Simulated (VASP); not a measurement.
# SrCrF6 (R-3m) in VASP: single point with LDA+U

Aim: the single point of SrCrF6 with LDA+U.

Program: VASP 6.6.1. These are calculated values, not measurements. Logs are shortened: lines on timing, memory, paths and dates and some standing lists are left out, and cuts for length are marked.

## 1. The cell of the first run

The structure is trigonal, space group R-3m (No. 166). Conventional cell: a = 7.109 Å, b = 7.109 Å, c = 6.863 Å, α = 90.00°, β = 90.00°, γ = 120.00°. Within 3.5 Å of Sr (site symmetry -3m) lie 12 F at 2.57 to 2.92 Å and 2 Cr at 3.43 Å. Within 2.4 Å of Cr (site symmetry -3m) lie 6 F at 1.81 Å. Within 2.7 Å of F (site symmetry m) lie 1 Cr at 1.81 Å and 6 F at 2.44 to 2.67 Å and 1 Sr at 2.57 Å.

## 2. Single point, LDA+U, collinear spin

File INCAR:

```
SYSTEM = SrCrF6
PREC = Accurate
ENCUT = 520
EDIFF = 1E-6
ISMEAR = 0
SIGMA = 0.05
LREAL = .FALSE.
LASPH = .TRUE.
NELM = 150
ALGO = Normal
ISIF = 2
LWAVE = .FALSE.
LCHARG = .TRUE.
ISPIN = 2
MAGMOM = 0 0.01 0 0.01 0 0 0 0.01
LORBIT = 11
LMAXMIX = 4
LDAU = .TRUE.
LDAUTYPE = 2
LDAUL = -1 2 -1
LDAUU = 0 7 0
LDAUJ = 0 0 0
LDAUPRINT = 1
LELF = .TRUE.
LVHAR = .TRUE.
NBANDS = 46
```

File KPOINTS:

```
regular mesh
0
G
  4 4 4
  0 0 0
```

File POSCAR:

```
SrCrF6
1.0
    3.5544990100      2.0521909600      2.2876700000
   -3.5544990100      2.0521909600      2.2876700000
    0.0000000000     -4.1043819200      2.2876700000
Sr Cr F
1 1 6
Direct
    0.5000000000      0.5000000000      0.5000000000
    0.0000000000      0.0000000000      0.0000000000
    0.2630000000      0.8880000000      0.2630000000
    0.2630000000      0.2630000000      0.8880000000
    0.8880000000      0.2630000000      0.2630000000
    0.7370000000      0.1120000000      0.7370000000
    0.1120000000      0.7370000000      0.7370000000
    0.7370000000      0.7370000000      0.1120000000
```

Potentials or basis: VASP PAW LDA potentials, release 64 (Sr_sv, Cr_pv, F).

Run with:

```
> cat potpaw_LDA.64/Sr_sv/POTCAR potpaw_LDA.64/Cr_pv/POTCAR potpaw_LDA.64/F/POTCAR > POTCAR
> mpirun -np 1 vasp_std > vasp.out
```

OUTCAR:

```text
SYSTEM = SrCrF6
   PREC = Accurate
   ENCUT = 520
   EDIFF = 1E-6
   ISMEAR = 0
   LREAL = .FALSE.
   LASPH = .TRUE.
   NELM = 150
   ISIF = 2
   ISPIN = 2
   LORBIT = 11

 ion  position               nearest neighbor table
   1  0.500  0.500  0.500-   4 2.57   8 2.57   5 2.57   6 2.57   7 2.57   3 2.57   8 2.92   4 2.92
                             7 2.92   6 2.92   3 2.92   5 2.92   2 3.43   2 3.43
   2  0.000  0.000  0.000-   4 1.81   8 1.81   5 1.81   6 1.81   7 1.81   3 1.81   1 3.43   1 3.43

   3  0.263  0.888  0.263-   2 1.81   1 2.57   1 2.92
   4  0.263  0.263  0.888-   2 1.81   1 2.57   1 2.92
   5  0.888  0.263  0.263-   2 1.81   1 2.57   1 2.92
   6  0.737  0.112  0.737-   2 1.81   1 2.57   1 2.92
   7  0.112  0.737  0.737-   2 1.81   1 2.57   1 2.92
   8  0.737  0.737  0.112-   2 1.81   1 2.57   1 2.92

  LATTYP: Found a trigonal (rhomboedric) cell.
 ALAT       =     4.6988706066
 COS(alpha) =    -0.1444578936

  Lattice vectors:

 A1 = (   3.5544990100,   2.0521909600,   2.2876700000)
 A2 = (  -3.5544990100,   2.0521909600,   2.2876700000)
 A3 = (   0.0000000000,  -4.1043819200,   2.2876700000)

Analysis of symmetry for initial positions (statically):
=====================================================================
 Subroutine PRICEL returns:
 Original cell was already a primitive cell.

 Routine SETGRP: Setting up the symmetry group for a
 trigonal (rhombohedral) supercell.

 Subroutine GETGRP returns: Found 12 space group operations
 (whereof 12 operations were pure point group operations)
 out of a pool of 12 trial point group operations.

The static configuration has the point symmetry D_3d.

Analysis of symmetry for dynamics (positions and initial velocities):
=====================================================================
 Subroutine PRICEL returns:
 Original cell was already a primitive cell.

 Routine SETGRP: Setting up the symmetry group for a
 trigonal (rhombohedral) supercell.

 Subroutine GETGRP returns: Found 12 space group operations
 (whereof 12 operations were pure point group operations)
 out of a pool of 12 trial point group operations.

The dynamic configuration has the point symmetry D_3d.

Analysis of structural, dynamic, and magnetic symmetry:
=====================================================================
 Subroutine PRICEL returns:
 Original cell was already a primitive cell.

 Routine SETGRP: Setting up the symmetry group for a
 trigonal (rhombohedral) supercell.

 Subroutine GETGRP returns: Found  4 space group operations
 (whereof  4 operations were pure point group operations)
 out of a pool of 12 trial point group operations.

The overall configuration has the point symmetry C_2h.

 Subroutine INISYM returns: Found  4 space group operations
 (whereof  4 operations are pure point group operations),
 and found     1 'primitive' translations

----------------------------------------------------------------------------------------

                                     Primitive cell

  volume of cell :     100.1246

  direct lattice vectors                    reciprocal lattice vectors
     3.554499010  2.052190960  2.287670000     0.140666800  0.081214015  0.145708661
    -3.554499010  2.052190960  2.287670000    -0.140666800  0.081214015  0.145708661
     0.000000000 -4.104381920  2.287670000     0.000000000 -0.162428029  0.145708661

  length of vectors
     4.698870607  4.698870607  4.698870606     0.218206046  0.218206046  0.218206046

  position of ions in fractional coordinates (direct lattice)
     0.500000000  0.500000000  0.500000000
     0.000000000  0.000000000  0.000000000
     0.263000000  0.888000000  0.263000000
     0.263000000  0.263000000  0.888000000
     0.888000000  0.263000000  0.263000000
     0.737000000  0.112000000  0.737000000
     0.112000000  0.737000000  0.737000000
     0.737000000  0.737000000  0.112000000
[... 115 lines left out ...]
   LEPSILON=     F    determine dielectric tensor
   LRPA    =     F    only Hartree local field effects (RPA)
 spin polarized calculation
 Gauss-broadening in eV      SIGMA  =   0.05
  energy-cutoff  :      520.00
  volume of cell :      100.12
 maximum number of plane-waves:      2733
 NGX is ok and might be reduce to    36
   NGX = 17   NGY = 17   NGZ = 17

 number of electron      64.0000105 magnetization      -0.0000009

atom =   2  type =  2  l = 2

 onsite density matrix

spin component  1

  0.2506  0.0000  0.0000 -0.1163  0.0000
  0.0000  0.2560  0.0003  0.0000 -0.1163
  0.0000  0.0003  0.9726  0.0000 -0.0003
 -0.1163  0.0000  0.0000  0.2560  0.0000
  0.0000 -0.1163 -0.0003  0.0000  0.2506

spin component  2

  0.2506  0.0000  0.0000 -0.1163  0.0000
  0.0000  0.2560 -0.0002  0.0000 -0.1163
  0.0000 -0.0002  0.9726  0.0000  0.0002
 -0.1163  0.0000  0.0000  0.2560  0.0000
  0.0000 -0.1163  0.0002  0.0000  0.2506

 occupancies and eigenvectors

  o =  0.1370  v = -0.7154  0.0000  0.0000 -0.6987  0.0000  0.0000  0.0000  0.0000  0.0000  0.0000      0.0000  0.0000  0.0000  0.0000  0.0000  0.0000  0.0000  0.0000  0.0000  0.0000
  o =  0.1370  v =  0.0000  0.0000  0.0000  0.0000  0.0000 -0.7154  0.0000  0.0000 -0.6987  0.0000      0.0000  0.0000  0.0000  0.0000  0.0000  0.0000  0.0000  0.0000  0.0000  0.0000
  o =  0.1370  v =  0.0000  0.0000  0.0000  0.0000  0.0000  0.0000  0.6988  0.0000  0.0000  0.7153      0.0000  0.0000  0.0000  0.0000  0.0000  0.0000  0.0000  0.0000  0.0000  0.0000
  o =  0.1370  v =  0.0000  0.6988 -0.0000  0.0000  0.7153  0.0000  0.0000  0.0000  0.0000  0.0000      0.0000  0.0000  0.0000  0.0000  0.0000  0.0000  0.0000  0.0000  0.0000  0.0000
  o =  0.3696  v =  0.0000  0.0000  0.0000  0.0000  0.0000 -0.6987  0.0000  0.0000  0.7154  0.0000      0.0000  0.0000  0.0000  0.0000  0.0000  0.0000  0.0000  0.0000  0.0000  0.0000
  o =  0.3696  v = -0.6987  0.0000  0.0000  0.7154  0.0000  0.0000  0.0000  0.0000  0.0000  0.0000      0.0000  0.0000  0.0000  0.0000  0.0000  0.0000  0.0000  0.0000  0.0000  0.0000
  o =  0.3696  v =  0.0000  0.0000  0.0000  0.0000  0.0000  0.0000  0.7153  0.0005  0.0000 -0.6988      0.0000  0.0000  0.0000  0.0000  0.0000  0.0000  0.0000  0.0000  0.0000  0.0000
  o =  0.3696  v =  0.0000  0.7153 -0.0007  0.0000 -0.6988  0.0000  0.0000  0.0000  0.0000  0.0000      0.0000  0.0000  0.0000  0.0000  0.0000  0.0000  0.0000  0.0000  0.0000  0.0000
  o =  0.9726  v =  0.0000 -0.0005 -1.0000  0.0000  0.0005  0.0000  0.0000  0.0000  0.0000  0.0000      0.0000  0.0000  0.0000  0.0000  0.0000  0.0000  0.0000  0.0000  0.0000  0.0000
  o =  0.9726  v =  0.0000  0.0000  0.0000  0.0000  0.0000  0.0000  0.0004 -1.0000  0.0000 -0.0003      0.0000  0.0000  0.0000  0.0000  0.0000  0.0000  0.0000  0.0000  0.0000  0.0000

 number of electron      64.0000105 magnetization       0.0000000

 Free energy of the ion-electron system (eV)
  ---------------------------------------------------
  ext. energy  EPLUGINS =         0.00000000
  ---------------------------------------------------
  free energy    TOTEN  =       -43.67025499 eV

  energy without entropy =      -43.67025499  energy(sigma->0) =      -43.67025499

 E-fermi :  -0.1886     XC(G=0): -10.6899

 val. band max:       -0.4156312465   @ k =   0.0000   0.0000   0.0000
 cond. band min:       2.6629204643   @ k =   0.0000   0.0000   0.0000
 fundamental gap:      3.0785517108
 Fermi energy:        -0.1885717087

 spin component 1

 k-point     1 :       0.0000    0.0000    0.0000
  band No.  band energies     occupation
      1     -44.1400      1.00000
      2     -44.1397      1.00000
      3     -42.6832      1.00000
      4     -32.0057      1.00000
      5     -21.8802      1.00000
      6     -20.9937      1.00000
[... 1117 lines left out ...]
     43      11.6835      0.00000
     44      12.3175      0.00000
 Fermi energy:        -0.1885717087

 spin component 2

 k-point     1 :       0.0000    0.0000    0.0000
  band No.  band energies     occupation
      1     -44.1402      1.00000
      2     -44.1395      1.00000
      3     -42.6832      1.00000
      4     -32.0057      1.00000
      5     -21.8802      1.00000
      6     -20.9937      1.00000
[... 1117 lines left out ...]
     43      11.6835      0.00000
     44      12.3175      0.00000
 [bands above 44 left out]

------------------------ aborting loop because EDIFF is reached ----------------------------------------

  FORCE on cell =-STRESS in cart. coord.  units (eV):
  Direction    XX          YY          ZZ          XY          YZ          ZX
  --------------------------------------------------------------------------------------
  -------------------------------------------------------------------------------------
  Total       -1.4177405     -1.4181981      2.0478608      0.0000000     -0.0003940      0.0000000
  in kB      -22.6864496    -22.6937723     32.7695309      0.0000000     -0.0063040      0.0000000
  external PRESSURE =      -4.2035637 kB  Pullay stress =       0.0000000 kB

 VOLUME and BASIS-vectors are now :
 -----------------------------------------------------------------------------
  energy-cutoff  :      520.00
  volume of cell :      100.12
      direct lattice vectors                 reciprocal lattice vectors
     3.554499010  2.052190960  2.287670000     0.140666800  0.081214015  0.145708661
    -3.554499010  2.052190960  2.287670000    -0.140666800  0.081214015  0.145708661
     0.000000000 -4.104381920  2.287670000     0.000000000 -0.162428029  0.145708661

 POSITION                                       TOTAL-FORCE (eV/Angst)
 -----------------------------------------------------------------------------------
      0.00000      0.00000      3.43150        -0.000000      0.000000      0.000000
      0.00000      0.00000      0.00000         0.000000      0.000000      0.000000
     -2.22156      1.28262      3.23477         0.162891     -0.094043      0.945693
      0.00000     -2.56524      3.23477         0.000000      0.188159      0.945621
      2.22156      1.28262      3.23477        -0.162891     -0.094043      0.945693
      2.22156     -1.28262      3.62824        -0.162891      0.094043     -0.945693
     -2.22156     -1.28262      3.62824         0.162891      0.094043     -0.945693
      0.00000      2.56524      3.62824         0.000000     -0.188159     -0.945621
 -----------------------------------------------------------------------------------
    total drift:                                0.000000      0.000000     -0.000000

  FREE ENERGIE OF THE ION-ELECTRON SYSTEM (eV)
  ---------------------------------------------------
  free  energy   TOTEN  =       -43.6702549919 eV

  energy  without entropy=      -43.6702549919  energy(sigma->0) =      -43.67025499

 total charge

# of ion       s       p       d       tot
------------------------------------------
    1        1.984   5.761   0.120   7.865
    2        0.716   6.546   3.929  11.191
    3        1.733   4.343   0.000   6.076
    4        1.733   4.343   0.000   6.076
    5        1.733   4.343   0.000   6.076
    6        1.733   4.343   0.000   6.076
    7        1.733   4.343   0.000   6.076
    8        1.733   4.343   0.000   6.076
--------------------------------------------------
tot         13.098  38.366   4.048  55.513

 magnetization (x)

# of ion       s       p       d       tot
------------------------------------------
    1        0.000  -0.000   0.000  -0.000
    2        0.000  -0.000   0.000   0.000
    3       -0.000   0.000   0.000   0.000
    4        0.000  -0.000   0.000  -0.000
    5       -0.000   0.000   0.000   0.000
    6       -0.000   0.000   0.000   0.000
    7       -0.000   0.000   0.000   0.000
    8        0.000  -0.000   0.000  -0.000
--------------------------------------------------
tot          0.000  -0.000   0.000   0.000
```

Wall time 2.7 min (1 thread of Intel Xeon Platinum 8559C (Emerald Rapids), shared host); peak memory 0.29 GiB.

What came out:

| Quantity | Value |
| --- | --- |
| Free energy | -43.6703 eV |
| Pressure | -0.4 GPa |
| Largest force | 0.964 eV/Å |
| Band gap on the k mesh | 3.08 eV |
| Net moment | 0.00 μB per cell |
| Valence electrons inside the program's atomic spheres | Sr 7.87; Cr 11.19; F 6.08 |

Forces on the atoms (eV/Å):
```
Sr   0.000  0.000  0.000
Cr   0.000  0.000  0.000
F    0.163 -0.094  0.946
F    0.000  0.188  0.946
F   -0.163 -0.094  0.946
F   -0.163  0.094 -0.946
F    0.163  0.094 -0.946
F    0.000 -0.188 -0.946
```

Stress tensor (GPa, compression positive):
```
-2.27  0.00  0.00
 0.00 -2.27  0.00
 0.00  0.00  3.28
```

Eigenvalues of the final occupation matrices:
| site | spin | trace | eigenvalues |
| --- | --- | --- | --- |
| site 2 d | 1 | 1.99 | 0.14 0.14 0.37 0.37 0.97 |
| site 2 d | 2 | 1.99 | 0.14 0.14 0.37 0.37 0.97 |

Caveat: the stress differs along the axes, from -2 to 3 GPa; no moment was typed at the start, so none could form. A k mesh can miss the band edges.
